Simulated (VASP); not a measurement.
# In3Sb (Pm-3m) in VASP: a series of runs

Runs on In3Sb. Level: PBEsol. Tasks: single point, relaxation of cell and atoms.

All numbers are computed with VASP 6.6.1; they aren't measurements. Logs are shortened: lines on timing, memory, paths and dates and some standing lists are left out, and cuts for length are marked.

## (1) The cell of the first run

It takes space group Pm-3m (No. 221, cubic). Conventional cell: a = 4.356 Å, b = 4.356 Å, c = 4.356 Å, α = 90.00°, β = 90.00°, γ = 90.00°. Within 4.1 Å of Sb (site symmetry m-3m) lie 12 In at 3.08 Å. In (site symmetry 4/mmm) has 4 Sb at 3.08 Å and 8 In at 3.08 Å within 4.1 Å.

## (2) Single point, PBEsol

INCAR reads:

```
ALGO     = Normal         # electronic algorithm
EDIFF    = 1E-6           # SCF threshold, eV
ENCUT    = 520            # plane-wave cutoff, eV
GGA      = PS             # functional
ISIF     = 2              # what is computed and relaxed
ISMEAR   = -1             # smearing method
LASPH    = True           # aspherical terms in the spheres
LCHARG   = False          # write CHGCAR
LREAL    = False          # projectors in reciprocal space
LWAVE    = False          # write WAVECAR
NBANDS   = 30             # bands
NELM     = 100            # most SCF steps
PREC     = Accurate       # precision mode
SIGMA    = 0.01           # smearing width, eV
```

KPOINTS reads:

```
k-points
0
Gamma
  5 5 5
```

POSCAR reads:

```
In3Sb
1.0
    4.3562314846      0.0000000000      0.0000000000
    0.0000000000      4.3562314846      0.0000000000
    0.0000000000      0.0000000000      4.3562314846
Sb In
1 3
Direct
    0.0000000000      0.0000000000      0.0000000000
    0.0000000000      0.5000000000      0.5000000000
    0.5000000000      0.0000000000      0.5000000000
    0.5000000000      0.5000000000      0.0000000000
```

Potentials or basis: VASP PAW PBE potentials, release 64 (Sb, In_d).

Command:

```console
$ cat potpaw_PBE.64/Sb/POTCAR potpaw_PBE.64/In_d/POTCAR > POTCAR
$ mpirun -np 1 vasp_std > vasp.out
```

OUTCAR:

```text
EDIFF = 1E-6
   ENCUT = 520
   GGA = PS
   ISIF = 2
   ISMEAR = -1
   LASPH = True
   LREAL = False
   NELM = 100
   PREC = Accurate

 ion  position               nearest neighbor table
   1  0.000  0.000  0.000-   2 3.08   3 3.08   4 3.08   2 3.08   3 3.08   2 3.08   4 3.08   2 3.08
                             3 3.08   4 3.08   3 3.08   4 3.08
   2  0.000  0.500  0.500-   1 3.08   3 3.08   4 3.08   1 3.08   4 3.08   1 3.08   3 3.08   1 3.08
                             3 3.08   4 3.08   4 3.08   3 3.08
   3  0.500  0.000  0.500-   1 3.08   2 3.08   4 3.08   1 3.08   4 3.08   2 3.08   4 3.08   4 3.08
                             1 3.08   2 3.08   1 3.08   2 3.08
   4  0.500  0.500  0.000-   1 3.08   2 3.08   3 3.08   2 3.08   3 3.08   1 3.08   3 3.08   3 3.08
                             1 3.08   2 3.08   2 3.08   1 3.08

  LATTYP: Found a simple cubic cell.
 ALAT       =     4.3562314846

  Lattice vectors:

 A1 = (   4.3562314846,   0.0000000000,   0.0000000000)
 A2 = (   0.0000000000,   4.3562314846,   0.0000000000)
 A3 = (   0.0000000000,   0.0000000000,   4.3562314846)

Analysis of symmetry for initial positions (statically):
=====================================================================
 Subroutine PRICEL returns:
 Original cell was already a primitive cell.

 Routine SETGRP: Setting up the symmetry group for a
 simple cubic supercell.

 Subroutine GETGRP returns: Found 48 space group operations
 (whereof 48 operations were pure point group operations)
 out of a pool of 48 trial point group operations.

The static configuration has the point symmetry O_h .

Analysis of symmetry for dynamics (positions and initial velocities):
=====================================================================
 Subroutine PRICEL returns:
 Original cell was already a primitive cell.

 Routine SETGRP: Setting up the symmetry group for a
 simple cubic supercell.

 Subroutine GETGRP returns: Found 48 space group operations
 (whereof 48 operations were pure point group operations)
 out of a pool of 48 trial point group operations.

The dynamic configuration has the point symmetry O_h .

 Subroutine INISYM returns: Found 48 space group operations
 (whereof 48 operations are pure point group operations),
 and found     1 'primitive' translations

----------------------------------------------------------------------------------------

                                     Primitive cell

  volume of cell :      82.6671

  direct lattice vectors                    reciprocal lattice vectors
     4.356231485  0.000000000  0.000000000     0.229556212  0.000000000  0.000000000
     0.000000000  4.356231485  0.000000000     0.000000000  0.229556212  0.000000000
     0.000000000  0.000000000  4.356231485     0.000000000  0.000000000  0.229556212

  length of vectors
     4.356231485  4.356231485  4.356231485     0.229556212  0.229556212  0.229556212

  position of ions in fractional coordinates (direct lattice)
     0.000000000  0.000000000  0.000000000
     0.000000000  0.500000000  0.500000000
     0.500000000  0.000000000  0.500000000
     0.500000000  0.500000000  0.000000000

  ion indices of the primitive-cell ions
   primitive index   ion index
                 1           1
                 2           2
                 3           3
                 4           4

----------------------------------------------------------------------------------------

 KPOINTS: k-points

Automatic generation of k-mesh.
 Grid dimensions read from file:
 generate k-points for:    5    5    5

 Generating k-lattice:

  Cartesian coordinates                     Fractional coordinates (reciprocal lattice)
     0.045911242  0.000000000  0.000000000     0.200000000  0.000000000  0.000000000
     0.000000000  0.045911242  0.000000000     0.000000000  0.200000000  0.000000000
     0.000000000  0.000000000  0.045911242     0.000000000  0.000000000  0.200000000

  Length of vectors
     0.045911242  0.045911242  0.045911242

  Shift w.r.t. Gamma in fractional coordinates (k-lattice)
     0.000000000  0.000000000  0.000000000

 Subroutine IBZKPT returns following result:
 ===========================================

 Found     10 irreducible k-points:

 Following reciprocal coordinates:
            Coordinates               Weight
  0.000000  0.000000  0.000000      1.000000
  0.200000  0.000000  0.000000      6.000000
  0.400000  0.000000  0.000000      6.000000
  0.200000  0.200000  0.000000     12.000000
  0.400000  0.200000  0.000000     24.000000
  0.400000  0.400000  0.000000     12.000000
  0.200000  0.200000  0.200000      8.000000
  0.400000  0.200000  0.200000     24.000000
  0.400000  0.400000  0.200000     24.000000
  0.400000  0.400000  0.400000      8.000000
   k-points           NKPTS =     10   k-points in BZ     NKDIM =     10   number of bands    NBANDS=     30
   number of dos      NEDOS =    301   number of ions     NIONS =      4
   total plane-waves  NPLWV =  32768
   dimension x,y,z NGX =    32 NGY =   32 NGZ =   32
   dimension x,y,z NGXF=    64 NGYF=   64 NGZF=   64
   ions per type =               1   3
   NGX,Y,Z   is equivalent  to a cutoff of  12.21, 12.21, 12.21 a.u.
   NGXF,Y,Z  is equivalent  to a cutoff of  24.42, 24.42, 24.42 a.u.
 SYSTEM =  unknown system
   PREC   = accura    normal or accurate (medium, high low for compatibility)
   ISTART =      0    job   : 0-new  1-cont  2-samecut
   ICHARG =      2    charge: 1-file 2-atom 10-const
   ISPIN  =      1    spin polarized calculation?
   LNONCOLLINEAR =      F non collinear calculations
   LSORBIT =      F    spin-orbit coupling
   LASPH  =      T    aspherical Exc in radial PAW
   ENCUT  =  520.0 eV  38.22 Ry    6.18 a.u.   8.10  8.10  8.10*2*pi/ulx,y,z
   NELM   =    100;   NELMIN=  2; NELMDL= -5     # of ELM steps
   EDIFF  = 0.1E-05   stopping-criterion for ELM
   LREAL  =      F    real-space projection
   EDIFFG = 0.1E-04   stopping-criterion for IOM
   NSW    =      0    number of steps for IOM
   IBRION =     -1    ionic relax: 0-MD 1-quasi-New 2-CG
   NFREE  =      0    steps in history (QN), initial steepest desc. (CG)
   ISIF   =      2    stress and relaxation
   ISYM   =      2    0-nonsym 1-usesym 2-fastsym
   POTIM  = 0.5000    time-step for ionic-motion
   TEBEG  =    0.0;   TEEND  =   0.0 temperature during run
   PSTRESS=    0.0 pullay stress
   NELECT =      44.0000    total number of electrons
   NUPDOWN=      -1.0000    fix difference up-down
   EMIN   =  10.00;   EMAX   =-10.00  energy-range for DOS
   EFERMI =   0.00;   METHOD = LEGACY
   ISMEAR =    -1;   SIGMA  =   0.01  broadening in eV -4-tet -1-fermi 0-gaus
   EFERMI_NEDOS =   21; number of points for ismear=-14 and -15
   IALGO  =     38    algorithm
   IMIX   =      4    mixing-type and parameters
     AMIX     =   0.40;   BMIX     =  1.00
     AMIX_MAG =   1.60;   BMIX_MAG =  1.00
  volume/ion in A,a.u.               =      20.67       139.47
  Fermi-wavevector in a.u.,A,eV,Ry     =   1.326727  2.507150 23.949023  1.760204
  Thomas-Fermi vector in A             =   2.456092
   LORBIT       =      0    0 simple, 1 ext, 2 COOP (PROOUT), +10 PAW based schemes
   GGA     = PS    functional components
   LHFCALC =     F    Hartree Fock is set to
   AEXX    =    0.0000 exact exchange contribution
   IVDW    =     0    specifies the selected vdW correction
   LEPSILON=     F    determine dielectric tensor
   LRPA    =     F    only Hartree local field effects (RPA)
 non-spin polarized calculation
  energy-cutoff  :      520.00
  volume of cell :       82.67
 maximum number of plane-waves:      2257
   NGX = 17   NGY = 17   NGZ = 17

 number of electron      43.9999969 magnetization

 Free energy of the ion-electron system (eV)
  ---------------------------------------------------
  ext. energy  EPLUGINS =         0.00000000
  ---------------------------------------------------
  free energy    TOTEN  =       -12.05996486 eV

  energy without entropy =      -12.05605431  energy(sigma->0) =      -12.05800959

 E-fermi :  10.9806     XC(G=0): -11.5655

 val. band max:       10.9589488230   @ k =   0.4000   0.2000   0.0000
 cond. band min:      10.9831638000   @ k =   0.4000   0.4000   0.2000
 fundamental gap:      0.0242149769
 Fermi energy:        10.9805981517

 k-point     1 :       0.0000    0.0000    0.0000
  band No.  band energies     occupation
      1      -4.4169      2.00000
      2      -4.3386      2.00000
      3      -4.3386      2.00000
      4      -4.3386      2.00000
      5      -4.1230      2.00000
      6      -4.1230      2.00000
[... 22 lines left out ...]
     29      18.2270      0.00000
     30      18.2310      0.00000

 k-point     2 :       0.2000    0.0000    0.0000
  band No.  band energies     occupation
      1      -4.3423      2.00000
      2      -4.3217      2.00000
      3      -4.2693      2.00000
      4      -4.2693      2.00000
      5      -4.1115      2.00000
      6      -4.0658      2.00000
[... 22 lines left out ...]
     29      18.3610      0.00000
     30      18.7616      0.00000

 k-point     3 :       0.4000    0.0000    0.0000
  band No.  band energies     occupation
      1      -4.2913      2.00000
      2      -4.1900      2.00000
      3      -4.0918      2.00000
      4      -4.0918      2.00000
      5      -4.0673      2.00000
      6      -3.9386      2.00000
[... 22 lines left out ...]
     29      18.3056      0.00000
     30      18.3126      0.00000

 k-point     4 :       0.2000    0.2000    0.0000
  band No.  band energies     occupation
      1      -4.2891      2.00000
      2      -4.2809      2.00000
      3      -4.2235      2.00000
      4      -4.2142      2.00000
      5      -4.0777      2.00000
      6      -4.0286      2.00000
[... 22 lines left out ...]
     29      18.2655      0.00000
     30      18.4506      0.00000

 k-point     5 :       0.4000    0.2000    0.0000
  band No.  band energies     occupation
      1      -4.2319      2.00000
      2      -4.1691      2.00000
      3      -4.0778      2.00000
      4      -4.0761      2.00000
      5      -4.0380      2.00000
      6      -3.9463      2.00000
[... 22 lines left out ...]
     29      16.3777      0.00000
     30      16.5363      0.00000

 k-point     6 :       0.4000    0.4000    0.0000
  band No.  band energies     occupation
      1      -4.1419      2.00000
      2      -4.1146      2.00000
      3      -4.0739      2.00000
      4      -4.0478      2.00000
      5      -3.9977      2.00000
      6      -3.9624      2.00000
[... 22 lines left out ...]
     29      16.9800      0.00000
     30      18.0299      0.00000

 k-point     7 :       0.2000    0.2000    0.2000
  band No.  band energies     occupation
      1      -4.2971      2.00000
      2      -4.1979      2.00000
      3      -4.1979      2.00000
      4      -4.1748      2.00000
      5      -4.0084      2.00000
      6      -4.0084      2.00000
[... 22 lines left out ...]
     29      16.4261      0.00000
     30      18.8149      0.00000

 k-point     8 :       0.4000    0.2000    0.2000
  band No.  band energies     occupation
      1      -4.2374      2.00000
      2      -4.1615      2.00000
      3      -4.1017      2.00000
      4      -4.0919      2.00000
      5      -4.0015      2.00000
      6      -3.9819      2.00000
[... 22 lines left out ...]
     29      16.8387      0.00000
     30      18.9947      0.00000

 k-point     9 :       0.4000    0.4000    0.2000
  band No.  band energies     occupation
      1      -4.2676      2.00000
      2      -4.1464      2.00000
      3      -4.1080      2.00000
      4      -4.0685      2.00000
      5      -4.0596      2.00000
      6      -3.9496      2.00000
[... 22 lines left out ...]
     29      17.6881      0.00000
     30      18.2898      0.00000

 k-point    10 :       0.4000    0.4000    0.4000
  band No.  band energies     occupation
      1      -4.4039      2.00000
      2      -4.1768      2.00000
      3      -4.1248      2.00000
      4      -4.1248      2.00000
      5      -4.0601      2.00000
      6      -4.0601      2.00000
[... 22 lines left out ...]
     29      19.5996      0.00000
     30      20.4000      0.00000

------------------------ aborting loop because EDIFF is reached ----------------------------------------

  FORCE on cell =-STRESS in cart. coord.  units (eV):
  Direction    XX          YY          ZZ          XY          YZ          ZX
  --------------------------------------------------------------------------------------
  -------------------------------------------------------------------------------------
  Total       10.3453401     10.3453401     10.3453401     -0.0000000     -0.0000000      0.0000000
  in kB      200.5037537    200.5037537    200.5037537     -0.0000000     -0.0000000      0.0000000
  external PRESSURE =     200.5037537 kB  Pullay stress =       0.0000000 kB

 VOLUME and BASIS-vectors are now :
 -----------------------------------------------------------------------------
  energy-cutoff  :      520.00
  volume of cell :       82.67
      direct lattice vectors                 reciprocal lattice vectors
     4.356231485  0.000000000  0.000000000     0.229556212  0.000000000  0.000000000
     0.000000000  4.356231485  0.000000000     0.000000000  0.229556212  0.000000000
     0.000000000  0.000000000  4.356231485     0.000000000  0.000000000  0.229556212

 POSITION                                       TOTAL-FORCE (eV/Angst)
 -----------------------------------------------------------------------------------
      0.00000      0.00000      0.00000         0.000000      0.000000      0.000000
      0.00000      2.17812      2.17812         0.000000      0.000000      0.000000
      2.17812      0.00000      2.17812         0.000000      0.000000      0.000000
      2.17812      2.17812      0.00000         0.000000      0.000000      0.000000
 -----------------------------------------------------------------------------------
    total drift:                                0.000000     -0.000000     -0.000000

  FREE ENERGIE OF THE ION-ELECTRON SYSTEM (eV)
  ---------------------------------------------------
  free  energy   TOTEN  =       -12.0599648647 eV

  energy  without entropy=      -12.0560543144  energy(sigma->0) =      -12.05800959
```

It took 22 s on 1 thread of Intel Xeon 8259CL, shared host; peak memory 0.18 GiB.

What came out:

| Property | Result |
| --- | --- |
| Free energy | -12.0600 eV |
| Pressure | 20.1 GPa |
| Band gap on the k mesh | zero (bands 22 and 23 overlap by 3.22 eV) |

Caveat: the cell stands under pressure; the PAW data sets were made with another functional, which shifts forces and pressure a little; spin-orbit coupling is left out, which moves the levels of the heavy elements.

[end of part 1 of 2]
